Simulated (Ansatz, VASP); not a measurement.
**Two plane-wave programs on Mo**

The input POSCAR:

```
Mo
1.0
   -1.5754101899      1.5754101899      1.5754101899
    1.5754101899     -1.5754101899      1.5754101899
    1.5754101899      1.5754101899     -1.5754101899
Mo
1
Direct
    0.0000000000      0.0000000000      0.0000000000
```

INCAR.step1

```
ALGO = Normal
EDIFF = 1E-4
ENCUT = 520
GGA = PE
ISMEAR = 0
LASPH = True
LCHARG = False
LREAL = False
LWAVE = True
NBANDS = 13
NELM = 60
PREC = Accurate
SIGMA = 0.05
```

Contents of INCAR.step2:

```
ALGO = Normal
EDIFF = 1E-6
ENCUT = 520
ISIF = 2
ISMEAR = 0
ISTART = 1
LASPH = True
LCHARG = False
LMIXTAU = True
LREAL = False
LWAVE = False
METAGGA = R2SCAN
NBANDS = 13
NELM = 60
PREC = Accurate
SIGMA = 0.05
```

File KPOINTS:

```
k-points
0
Gamma
  20 20 20
```

Input for Ansatz:

```yaml
crystal:
  lattice:
    - [-1.5754101899, 1.5754101899, 1.5754101899]
    - [1.5754101899, -1.5754101899, 1.5754101899]
    - [1.5754101899, 1.5754101899, -1.5754101899]
  atoms:
    - { symbol: Mo, position: [0.0, 0.0, 0.0] }
basis:
  ecutwfc: 500
  ecutrho_ratio: 4
kpoints:
  mp_grid: { grid: [20, 20, 20] }
  band_path:
    path:
      - [[0.0, 0.0, 0.0], [0.5, -0.5, 0.5], [0.0, 0.0, 0.5], [0.0, 0.0, 0.0], [0.25, 0.25, 0.25], [0.5, -0.5, 0.5]]
      - [[0.25, 0.25, 0.25], [0.0, 0.0, 0.5]]
    npoints: 14
hamiltonian:
  xc: r2scan
scf:
  occupations: { method: gaussian, width: 0.05 }
  n_extra_bands: 10
output:
  forces: true
  stress: true
  eigenvalues: true
  populations: true
  dos: { projected: true, de: 0.02, nscf_kmesh: { grid: [30, 30, 30] } }
  bader: true
```

Alike in both runs: task single point; functional r2SCAN; k mesh 20 × 20 × 20; occupations gaussian, width 0.05 eV; no spin polarisation.

|  | VASP | Ansatz |
| --- | --- | --- |
| version | VASP 6.6.1 | Ansatz 0.2.0 |
| potentials or method | VASP PAW PBE potentials, release 64 (Mo_sv), cutoff 520 eV | scalar-relativistic, plane waves, PAW |
| valence electrons in the cell | 14 | 14 |

```csv
,VASP,Ansatz,Ansatz less VASP
gap on the k mesh at the Fermi level (eV),none,none,-
pressure (GPa),1.2,0.0,-1.15
```

VASP's potentials were made for PBE, not for r2SCAN. A gap of «none» marks a metal or a gap that the smearing closes.
